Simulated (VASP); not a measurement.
Al: single point with PBE

Crystal: Al.

```xyz
2
Lattice="0.0000 2.8081 2.8081 2.8081 0.0000 2.8081 2.8081 2.8081 0.0000" Properties=species:S:1:pos:R:3 pbc="T T T"
Al   -0.7020   -0.7020   -0.7020
Al    0.7020    0.7020    0.7020
```

This cell differs from its parent crystal: volume scaled by 0.8.

```yaml
Program: VASP 6.6.1
Task: single point
Functional: PBE
Potentials_or_basis: VASP PAW PBE potentials, release 64 (Al)
Cutoff: 520 eV
k_mesh: 12 × 12 × 12
Occupations: fermi-dirac, width 0.05 eV
Spin: no spin polarisation
Dipole_correction: no
Further_INCAR_settings: ALGO = Normal; EDIFF = 1e-07; NBANDS = 10
```

```json
{
  "Pressure": "13.0 GPa",
  "Band gap on the k mesh": "zero (band 3 reaches 6.89 eV, above the bottom of band 4 at 2.51 eV)"
}
```

Levels at points of the mesh, in eV from the Fermi level:
| k point | band 1 | band 2 | band 3 | band 4 | band 5 | band 6 | band 7 | band 8 |
| --- | --- | --- | --- | --- | --- | --- | --- | --- |
| (0.00, 0.00, 0.00) | -8.86 | 2.54 | 2.54 | 2.54 | 4.39 | 4.39 | 4.39 | 7.57 |
| (0.50, 0.00, 0.00) | -6.33 | -4.46 | 1.37 | 1.37 | 4.21 | 4.61 | 4.61 | 8.09 |
| (0.50, 0.50, 0.00) | -4.66 | -4.66 | -0.47 | -0.47 | 2.07 | 2.07 | 11.80 | 11.80 |

It took 52 s on 1 thread of Intel Xeon 8259CL, with other jobs on the host, peak memory 0.17 GiB.
